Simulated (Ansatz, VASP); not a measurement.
## One calculation of Ir4Rh, two programs

```
CELL_PARAMETERS angstrom
1.36551 0.78838 11.14926
-1.36551 0.78838 11.14926
0.00000 -1.57676 11.14926
ATOMIC_POSITIONS crystal
Ir 0.10010 0.10010 0.10010
Ir 0.70013 0.70013 0.70013
Ir 0.29987 0.29987 0.29987
Ir 0.89990 0.89990 0.89990
Rh 0.50000 0.50000 0.50000
```

Alike in both runs: task single point; functional PBE; k mesh 6 × 6 × 6; occupations gaussian, width 0.1 eV; no spin polarisation.

|  | VASP | Ansatz |
| --- | --- | --- |
| version | VASP 6.6.1 | Ansatz 0.2.0 |
| potentials or method | VASP PAW PBE potentials, release 64 (Ir, Rh_pv), cutoff 520 eV | scalar-relativistic, plane waves, PAW |
| valence electrons in the cell | 51 | 85 |

|  | VASP | Ansatz | Ansatz less VASP |
| --- | --- | --- | --- |
| gap on the k mesh at the Fermi level (eV) | none | none | - |
| pressure (GPa) | 0.6 | 0.2 | -0.40 |
| traceless stress, the component that is largest in VASP (GPa) | -3.08 | -3.11 | -0.024 |
| rms of the force components (eV/Å) | 0.022 | 0.030 | +0.0081 |

Atom by atom the forces differ by 0.010 eV/Å (rms over components). A gap of «none» marks a metal or a gap that the smearing closes. VASP's potentials hold 51 valence electrons a cell and Ansatz's 85, so a difference there can come from the potentials and not from the codes.

The k mesh is coarse, so the values compare programs but aren't converged. Neither program's run includes spin-orbit coupling.
